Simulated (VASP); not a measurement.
Wanted: the native input for a VASP 6.6.1 run.

| Quantity | Value |
| --- | --- |
| Task | single point |
| Functional | r2SCAN |
| Potentials or basis | VASP PAW PBE potentials, release 64 (In_d, As_d) |
| Cutoff | 560 eV |
| k mesh | 8 × 8 × 8 |
| Occupations | fermi-dirac, width 0.02 eV |
| Spin | no spin polarisation |
| Dipole correction | no |
| Further INCAR settings | ALGO = Normal; EDIFF = 1e-06; NBANDS = 21 |

The system is InAs.

```
In As
1.0
     0.00000    2.96295    2.96295
     2.96295    0.00000    2.96295
     2.96295    2.96295    0.00000
In As
1 1
Direct
  0.00000 0.00000 0.00000
  0.25000 0.25000 0.25000
```

This cell differs from its parent crystal: strain -3.0%.

The input as run:

POSCAR

```
InAs
1.0
    0.0000000000      2.9629527589      2.9629527589
    2.9629527589      0.0000000000      2.9629527589
    2.9629527589      2.9629527589      0.0000000000
In As
1 1
Direct
    0.0000000000      0.0000000000      0.0000000000
    0.2500000000      0.2500000000      0.2500000000
```

INCAR.step1

```
ALGO = Normal ; EDIFF = 1E-5
ENCUT = 560 ; GGA = PE
GGA_COMPAT = False ; ISMEAR = -1
LASPH = True ; LCHARG = False
LREAL = False ; LWAVE = True
NBANDS = 21 ; NELM = 120
PREC = Accurate ; SIGMA = 0.02
```

INCAR.step2

```
ALGO = Normal ; EDIFF = 1E-6
ENCUT = 560 ; GGA_COMPAT = False
ISIF = 2 ; ISMEAR = -1
ISTART = 1 ; LASPH = True
LCHARG = False ; LMIXTAU = True
LREAL = False ; LWAVE = False
METAGGA = R2SCAN ; NBANDS = 21
NELM = 120 ; PREC = Accurate
SIGMA = 0.02
```

KPOINTS

```
k-points
0
Gamma
  8 8 8
```

Potentials or basis: VASP PAW PBE potentials, release 64 (In_d, As_d).

The run is started by

```sh
$ cat potpaw_PBE.64/In_d/POTCAR potpaw_PBE.64/As_d/POTCAR > POTCAR
$ cp INCAR.step1 INCAR
$ mpirun -np 1 vasp_std > vasp.out
$ cp INCAR.step2 INCAR
$ mpirun -np 1 vasp_std > vasp.out
```

It gave:

- Pressure: 6.5 GPa
- Band gap on the k mesh: 0.58 eV

Caveat: the cell differs from its parent crystal (strain -3.0%); the cell stands under pressure; semilocal functionals underestimate gaps, and a narrow one can read as zero; the PAW data sets were made with another functional, which shifts forces and pressure a little; spin-orbit coupling is left out, which moves the levels of the heavy elements.

Wall time 63 s on 1 thread of Intel(R) Xeon(R) Platinum 8488C (Sapphire Rapids), on a shared host, peak memory 0.2 GiB.
